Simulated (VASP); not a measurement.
Wanted: the native input for a VASP 6.6.1 run.

```yaml
Task: relaxation of the atoms
Functional: PBE
Potentials_or_basis: VASP PAW PBE potentials, release 64 (Hf_pv, N)
Cutoff: 520 eV
k_mesh: 18 × 18 × 18
Occupations: fermi-dirac, width 0.05 eV
Spin: no spin polarisation
Dipole_correction: no
Further_INCAR_settings: ALGO = Normal; EDIFF = 1e-07; IBRION = 2; EDIFFG = -0.02; NSW = 80
```

The structure of HfN lies in POSCAR:

```
HfN
1.0
    0.0000000000      2.3033053658      2.3033053658
    2.3033053658      0.0000000000      2.3033053658
    2.3033053658      2.3033053658      0.0000000000
Hf N
1 1
Direct
    0.0000000000      0.0000000000      0.0000000000
    0.5000000000      0.5000000000      0.5000000000
```

This cell differs from its parent crystal: volume scaled by 1.06.

One way to write it, as run:

INCAR

```
SYSTEM = HfN
  PREC = Accurate
  ENCUT = 520
  EDIFF = 1E-7
  ISMEAR = -1
  SIGMA = 0.05
  LREAL = .FALSE.
  LASPH = .TRUE.
  NELM = 80
  ALGO = Normal
  ISIF = 2
  LWAVE = .FALSE.
  LCHARG = .FALSE.
  GGA = PE
  IBRION = 2
  NSW = 80
  EDIFFG = -0.02
```

KPOINTS

```
Automatic mesh
0
G
  18 18 18
  0 0 0
```

Potentials or basis: VASP PAW PBE potentials, release 64 (Hf_pv, N).

The run is started by

```sh
$ cat potpaw_PBE.64/Hf_pv/POTCAR potpaw_PBE.64/N/POTCAR > POTCAR
$ mpirun -np 1 vasp_std > vasp.out
```

Results of the run:

```yaml
Pressure_after_relaxing: -11.5 GPa
```

Caveat: the relaxation stopped at its first step, so nothing moved.

It took 28 s on 1 thread of Intel Xeon 6975P-C, with other jobs on the host, peak memory 0.19 GiB.
